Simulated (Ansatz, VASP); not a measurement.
## Two plane-wave programs on Ni

```
CELL_PARAMETERS angstrom
2.51122 0.00000 0.00000
-1.25561 2.17478 0.00000
0.00000 0.00000 4.11857
ATOMIC_POSITIONS crystal
Ni 0.33333 0.66667 0.25000
Ni 0.66667 0.33333 0.75000
```

Alike in both runs: task single point; functional PBEsol; k mesh 17 × 17 × 9; occupations fermi-dirac, width 0.05 eV; collinear spin.

```csv
,VASP,Ansatz
version,VASP 6.6.1,Ansatz 0.2.0
potentials or method,"VASP PAW PBE potentials, release 64 (Ni), cutoff 520 eV","plane waves (420 eV) with PAW, scalar-relativistic"
valence electrons in the cell,20,36
```

Ansatz gave:

```
pressure (GPa)                                                : -14.5
traceless stress, the component that is largest in VASP (GPa) : 0.07
net moment per atom (μB)                                      : 0.66
size of the moment on the site where the two differ most (μB) : 0.70
```

Problem. What did VASP give for the same quantities?

Solution. Pressure (GPa): -14.4; traceless stress, the component that is largest in VASP (GPa): 0.01; net moment per atom (μB): 0.65; size of the moment on the site where the two differ most (μB): 0.67.

VASP's potentials were made for PBE, not for PBEsol, and Ansatz warns of the same on its side. Site moments also hang on the region over which each program counts them. VASP's potentials hold 20 valence electrons a cell and Ansatz's 36, so a difference there can come from the potentials and not from the codes.
